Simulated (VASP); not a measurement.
# TaN (Pm) in VASP: single point with PBEsol

Aim: the single point of TaN with PBEsol.

Program: VASP 6.6.1. These are calculated values, not measurements. Logs are shortened: lines on timing, memory, paths and dates and some standing lists are left out, and cuts for length are marked.

## 1. The cell of the first run

The structure is monoclinic, space group Pm (No. 6). The conventional cell has a = 2.924 Å, b = 2.870 Å, c = 11.171 Å, α = 90.00°, β = 95.01°, γ = 90.00°. Within 2.9 Å of Ta (site symmetry m) lie 4 N at 2.22 Å and 2 Ta at 2.87 Å. Within 2.9 Å of Ta (site symmetry m) lie 6 N at 2.22 Å and 2 Ta at 2.87 Å. Ta (site symmetry m) has 6 N at 2.22 Å and 2 Ta at 2.87 Å within 2.9 Å. Ta (site symmetry m) has 6 N at 2.22 Å and 2 Ta at 2.87 Å within 2.9 Å. Within 2.9 Å of N (site symmetry m) lie 4 Ta at 2.22 Å and 2 N at 2.87 Å. Within 2.9 Å of N (site symmetry m) lie 6 Ta at 2.22 Å and 2 N at 2.87 Å. Within 2.9 Å of N (site symmetry m) lie 6 Ta at 2.22 Å and 2 N at 2.87 Å. Within 2.9 Å of N (site symmetry m) lie 6 Ta at 2.22 Å and 2 N at 2.87 Å.

## 2. Single point, PBEsol

INCAR

```
PREC     = Accurate       # precision mode
ENCUT    = 520            # plane-wave cutoff, eV
EDIFF    = 1E-6           # SCF threshold, eV
ISMEAR   = 0              # smearing method
SIGMA    = 0.15           # smearing width, eV
LREAL    = F              # projectors in reciprocal space
LASPH    = T              # aspherical terms in the spheres
NELM     = 60             # most SCF steps
ALGO     = Normal         # electronic algorithm
ISIF     = 2              # what is computed and relaxed
LWAVE    = F              # write WAVECAR
LCHARG   = F              # write CHGCAR
GGA      = PS             # functional
NBANDS   = 42             # bands
```

KPOINTS

```
regular mesh
0
Gamma
  15 15 5
```

POSCAR

```
TaN
1.0
    1.4619341542     -2.5321442324      0.0000000000
    0.0000000000      0.0000000000     -2.8704762697
   10.1249417139      4.7202403874      0.0000000000
Ta N
4 4
Direct
    0.2218962281      0.5000000000      0.8343113158
   -0.0505684592      0.5000000000      0.1517053775
    0.3735864366      0.5000000000      0.3792406903
   -0.2022586677      0.5000000000      0.6067760031
    0.4747132422      0.0000000000      0.0758602733
   -0.1011318620      0.0000000000      0.3033955861
    0.3230230337      0.0000000000      0.5309308988
   -0.2528220705      0.0000000000      0.7584662116
```

Potentials or basis: VASP PAW PBE potentials, release 64 (Ta_pv, N).

Started as:

```bash
$ cat potpaw_PBE.64/Ta_pv/POTCAR potpaw_PBE.64/N/POTCAR > POTCAR
$ mpirun -np 1 vasp_std > vasp.out
```

OUTCAR:

```text
PREC = Accurate
   ENCUT = 520
   EDIFF = 1E-6
   ISMEAR = 0
   LREAL = F
   LASPH = T
   NELM = 60
   ISIF = 2
   GGA = PS

 ion  position               nearest neighbor table
   1  0.222  0.500  0.834-   8 2.22   8 2.22   8 2.22   8 2.22   4 2.92   4 2.92   2 3.57
   2  0.949  0.500  0.152-   5 2.22   5 2.22   5 2.22   5 2.22   6 2.22   6 2.22   3 2.92   3 2.92
                             1 3.57
   3  0.374  0.500  0.379-   6 2.22   6 2.22   6 2.22   6 2.22   7 2.22   7 2.22   2 2.92   4 2.92
                             4 2.92   2 2.92
   4  0.798  0.500  0.607-   8 2.22   8 2.22   7 2.22   7 2.22   7 2.22   7 2.22   1 2.92   1 2.92
                             3 2.92   3 2.92
   5  0.475  0.000  0.076-   2 2.22   2 2.22   2 2.22   2 2.22
   6  0.899  0.000  0.303-   3 2.22   3 2.22   3 2.22   3 2.22   2 2.22   2 2.22
   7  0.323  0.000  0.531-   3 2.22   3 2.22   4 2.22   4 2.22   4 2.22   4 2.22
   8  0.747  0.000  0.758-   1 2.22   1 2.22   1 2.22   1 2.22   4 2.22   4 2.22

  LATTYP: Found a simple monoclinic cell.
 ALAT       =     2.9238683084
 B/A-ratio  =     0.9817392464
 C/A-ratio  =     3.8206827983
 COS(beta)  =    -0.0872444406

  Lattice vectors:

 A1 = (   1.4619341542,  -2.5321442324,   0.0000000000)
 A2 = (   0.0000000000,   0.0000000000,   2.8704762697)
 A3 = ( -10.1249417139,  -4.7202403874,   0.0000000000)

Analysis of symmetry for initial positions (statically):
=====================================================================
 Subroutine PRICEL returns:
 Original cell was already a primitive cell.

 Routine SETGRP: Setting up the symmetry group for a
 simple monoclinic supercell.

 Subroutine GETGRP returns: Found  2 space group operations
 (whereof  2 operations were pure point group operations)
 out of a pool of  4 trial point group operations.

The static configuration has the point symmetry C_1h.

Analysis of symmetry for dynamics (positions and initial velocities):
=====================================================================
 Subroutine PRICEL returns:
 Original cell was already a primitive cell.

 Routine SETGRP: Setting up the symmetry group for a
 simple monoclinic supercell.

 Subroutine GETGRP returns: Found  2 space group operations
 (whereof  2 operations were pure point group operations)
 out of a pool of  4 trial point group operations.

The dynamic configuration has the point symmetry C_1h.

 Subroutine INISYM returns: Found  2 space group operations
 (whereof  2 operations are pure point group operations),
 and found     1 'primitive' translations

----------------------------------------------------------------------------------------

                                     Primitive cell

  volume of cell :      93.4010

  direct lattice vectors                    reciprocal lattice vectors
     1.461934154 -2.532144232  0.000000000     0.145066347 -0.311168117  0.000000000
     0.000000000  0.000000000 -2.870476270     0.000000000  0.000000000 -0.348374244
    10.124941714  4.720240387  0.000000000     0.077819959  0.044929374  0.000000000

  length of vectors
     2.923868308  2.870476270 11.171173350     0.343321776  0.348374244  0.089858749

  position of ions in fractional coordinates (direct lattice)
     0.221896228  0.500000000  0.834311316
     0.949431541  0.500000000  0.151705378
     0.373586437  0.500000000  0.379240690
     0.797741332  0.500000000  0.606776003
     0.474713242  0.000000000  0.075860273
     0.898868138  0.000000000  0.303395586
     0.323023034  0.000000000  0.530930899
     0.747177929  0.000000000  0.758466212

  ion indices of the primitive-cell ions
   primitive index   ion index
                 1           1
                 2           2
                 3           3
                 4           4
                 5           5
                 6           6
                 7           7
                 8           8

----------------------------------------------------------------------------------------

 KPOINTS: regular mesh

Automatic generation of k-mesh.
 Grid dimensions read from file:
 generate k-points for:   15   15    5

 Generating k-lattice:

  Cartesian coordinates                     Fractional coordinates (reciprocal lattice)
     0.009671090 -0.020744541  0.000000000     0.066666667  0.000000000  0.000000000
     0.000000000  0.000000000 -0.023224950     0.000000000  0.066666667  0.000000000
     0.015563992  0.008985875  0.000000000     0.000000000  0.000000000  0.200000000

  Length of vectors
     0.022888118  0.023224950  0.017971750

  Shift w.r.t. Gamma in fractional coordinates (k-lattice)
     0.000000000  0.000000000  0.000000000

 Subroutine IBZKPT returns following result:
 ===========================================

 Found    304 irreducible k-points:

 Following reciprocal coordinates:
            Coordinates               Weight
  0.000000  0.000000  0.000000      1.000000
  0.066667  0.000000  0.000000      2.000000
  0.133333  0.000000  0.000000      2.000000
  0.200000  0.000000  0.000000      2.000000
  0.266667  0.000000  0.000000      2.000000
  0.333333  0.000000  0.000000      2.000000
[... 16 lines left out ...]
  0.400000  0.133333  0.000000      4.000000
  0.466667  0.133333  0.000000      4.000000
 [... further k-points ...]
   k-points           NKPTS =    304   k-points in BZ     NKDIM =    304   number of bands    NBANDS=     42
   number of dos      NEDOS =    301   number of ions     NIONS =      8
   total plane-waves  NPLWV =  48384
   dimension x,y,z NGX =    24 NGY =   24 NGZ =   84
   dimension x,y,z NGXF=    48 NGYF=   48 NGZF=  168
   ions per type =               4   4
   NGX,Y,Z   is equivalent  to a cutoff of  13.65, 13.90, 12.50 a.u.
   NGXF,Y,Z  is equivalent  to a cutoff of  27.29, 27.80, 25.00 a.u.
 SYSTEM =  unknown system
   PREC   = accura    normal or accurate (medium, high low for compatibility)
   ISTART =      0    job   : 0-new  1-cont  2-samecut
   ICHARG =      2    charge: 1-file 2-atom 10-const
   ISPIN  =      1    spin polarized calculation?
   LNONCOLLINEAR =      F non collinear calculations
   LSORBIT =      F    spin-orbit coupling
   LASPH  =      T    aspherical Exc in radial PAW
   ENCUT  =  520.0 eV  38.22 Ry    6.18 a.u.   5.44  5.34 20.77*2*pi/ulx,y,z
   NELM   =     60;   NELMIN=  2; NELMDL= -5     # of ELM steps
   EDIFF  = 0.1E-05   stopping-criterion for ELM
   LREAL  =      F    real-space projection
   EDIFFG = 0.1E-04   stopping-criterion for IOM
   NSW    =      0    number of steps for IOM
   IBRION =     -1    ionic relax: 0-MD 1-quasi-New 2-CG
   NFREE  =      0    steps in history (QN), initial steepest desc. (CG)
   ISIF   =      2    stress and relaxation
   ISYM   =      2    0-nonsym 1-usesym 2-fastsym
   POTIM  = 0.5000    time-step for ionic-motion
   TEBEG  =    0.0;   TEEND  =   0.0 temperature during run
   PSTRESS=    0.0 pullay stress
   NELECT =      64.0000    total number of electrons
   NUPDOWN=      -1.0000    fix difference up-down
   EMIN   =  10.00;   EMAX   =-10.00  energy-range for DOS
   EFERMI =   0.00;   METHOD = LEGACY
   ISMEAR =     0;   SIGMA  =   0.15  broadening in eV -4-tet -1-fermi 0-gaus
   EFERMI_NEDOS =   21; number of points for ismear=-14 and -15
   IALGO  =     38    algorithm
   IMIX   =      4    mixing-type and parameters
     AMIX     =   0.40;   BMIX     =  1.00
     AMIX_MAG =   1.60;   BMIX_MAG =  1.00
  volume/ion in A,a.u.               =      11.68        78.79
  Fermi-wavevector in a.u.,A,eV,Ry     =   1.443281  2.727406 28.341769  2.083061
  Thomas-Fermi vector in A             =   2.561707
   LORBIT       =      0    0 simple, 1 ext, 2 COOP (PROOUT), +10 PAW based schemes
   GGA     = PS    functional components
   LHFCALC =     F    Hartree Fock is set to
   AEXX    =    0.0000 exact exchange contribution
   IVDW    =     0    specifies the selected vdW correction
   LEPSILON=     F    determine dielectric tensor
   LRPA    =     F    only Hartree local field effects (RPA)
 non-spin polarized calculation
 Gauss-broadening in eV      SIGMA  =   0.15
  energy-cutoff  :      520.00
  volume of cell :       93.40
 maximum number of plane-waves:      2545
 NGX is ok and might be reduce to    24
   NGX = 11   NGY = 11   NGZ = 41

 number of electron      63.9999993 magnetization

 Free energy of the ion-electron system (eV)
  ---------------------------------------------------
  ext. energy  EPLUGINS =         0.00000000
  ---------------------------------------------------
  free energy    TOTEN  =       -92.25065009 eV

  energy without entropy =      -92.22364626  energy(sigma->0) =      -92.23714817

 E-fermi :   7.2621     XC(G=0): -12.9586

 val. band max:        7.2599922904   @ k =  -0.2000   0.2667   0.4000
 cond. band min:       7.2629814527   @ k =   0.2667   0.2667   0.2000
 fundamental gap:      0.0029891623
 Fermi energy:         7.2621168519

 k-point     1 :       0.0000    0.0000    0.0000
  band No.  band energies     occupation
      1     -28.3513      2.00000
      2     -28.0953      2.00000
      3     -27.7944      2.00000
      4     -27.6413      2.00000
      5     -27.6364      2.00000
      6     -27.5415      2.00000
[... 34 lines left out ...]
     41      10.9736      0.00000
     42      11.0729      0.00000

 k-point     2 :       0.0667    0.0000    0.0000
  band No.  band energies     occupation
      1     -28.3404      2.00000
      2     -28.0937      2.00000
      3     -27.8094      2.00000
      4     -27.6613      2.00000
      5     -27.6323      2.00000
      6     -27.5484      2.00000
[... 34 lines left out ...]
     41      10.9522      0.00000
     42      11.0772      0.00000

 k-point     3 :       0.1333    0.0000    0.0000
  band No.  band energies     occupation
      1     -28.3097      2.00000
      2     -28.0925      2.00000
      3     -27.8662      2.00000
      4     -27.7056      2.00000
      5     -27.6443      2.00000
      6     -27.6205      2.00000
[... 897 lines left out ...]
      4     -28.0203      2.00000
      5     -27.9041      2.00000
      6     -27.7793      2.00000
[... 34 lines left out ...]
     41      10.8615      0.00000
     42      11.2845      0.00000

 k-point    24 :       0.4667    0.1333    0.0000
  band No.  band energies     occupation
      1     -28.4182      2.00000
      2     -28.3679      2.00000
      3     -28.1891      2.00000
      4     -28.0682      2.00000
      5     -27.8550      2.00000
      6     -27.8000      2.00000
[... 34 lines left out ...]
     41      11.0485      0.00000
     42      11.6435      0.00000

 [... further k-points ...]

------------------------ aborting loop because EDIFF is reached ----------------------------------------

  FORCE on cell =-STRESS in cart. coord.  units (eV):
  Direction    XX          YY          ZZ          XY          YZ          ZX
  --------------------------------------------------------------------------------------
  -------------------------------------------------------------------------------------
  Total       -6.4544722     -3.9523506     -3.5740293      0.4424841      0.0000000      0.0000000
  in kB     -110.7184291    -67.7976504    -61.3080198      7.5902629      0.0000000      0.0000000
  external PRESSURE =     -79.9413664 kB  Pullay stress =       0.0000000 kB

 VOLUME and BASIS-vectors are now :
 -----------------------------------------------------------------------------
  energy-cutoff  :      520.00
  volume of cell :       93.40
      direct lattice vectors                 reciprocal lattice vectors
     1.461934154 -2.532144232  0.000000000     0.145066347 -0.311168117  0.000000000
     0.000000000  0.000000000 -2.870476270     0.000000000  0.000000000 -0.348374244
    10.124941714  4.720240387  0.000000000     0.077819959  0.044929374  0.000000000

 POSITION                                       TOTAL-FORCE (eV/Angst)
 -----------------------------------------------------------------------------------
      8.77175      3.37628     -1.43524         0.805913      0.031562      0.000000
      2.92401     -1.68801     -1.43524        -2.211852     -1.287390      0.000000
      4.38595      0.84413     -1.43524        -0.155827     -0.051658      0.000000
      7.30982      0.84413     -1.43524         0.376041      0.295080      0.000000
      1.46208     -0.84396      0.00000         0.855553      1.044323      0.000000
      4.38595     -0.84396      0.00000        -0.053234     -0.031578      0.000000
      5.84788      1.68818      0.00000         0.058078      0.027074      0.000000
      8.77175      1.68818      0.00000         0.325328     -0.027414      0.000000
 -----------------------------------------------------------------------------------
    total drift:                               -0.000264     -0.000221     -0.000000

  FREE ENERGIE OF THE ION-ELECTRON SYSTEM (eV)
  ---------------------------------------------------
  free  energy   TOTEN  =       -92.2506500856 eV

  energy  without entropy=      -92.2236462583  energy(sigma->0) =      -92.23714817
```

Run time: 7.6 min. Hardware: 1 thread of Intel Xeon 6975P-C (Granite Rapids), shared host; peak memory 0.87 GiB.

Results:

```yaml
Free_energy: -92.2507 eV
Pressure: -8.0 GPa
Largest_force: 2.559 eV/Å
Band_gap_on_the_k_mesh: zero (band 32 reaches 8.22 eV, above the bottom of band 33 at 7.12 eV)
```

Forces in eV/Å, atoms in the order of the input:
```
Ta   0.806  0.032  0.000
Ta  -2.212 -1.287  0.000
Ta  -0.156 -0.052  0.000
Ta   0.376  0.295  0.000
N    0.856  1.044  0.000
N   -0.053 -0.032  0.000
N    0.058  0.027  0.000
N    0.325 -0.027  0.000
```

Levels at points of the mesh, in eV from the Fermi level:
```
           k point  band 28  band 29  band 30  band 31  band 32  band 33  band 34  band 35  band 36  band 37
(0.00, 0.00, 0.00)    -3.51    -3.30    -3.08    -2.35    -1.89    -0.08     2.42     2.67     3.01     3.16
```

Caveat: the PAW data sets were made with another functional, which shifts forces and pressure a little; spin-orbit coupling is left out, which moves the levels of the heavy elements.
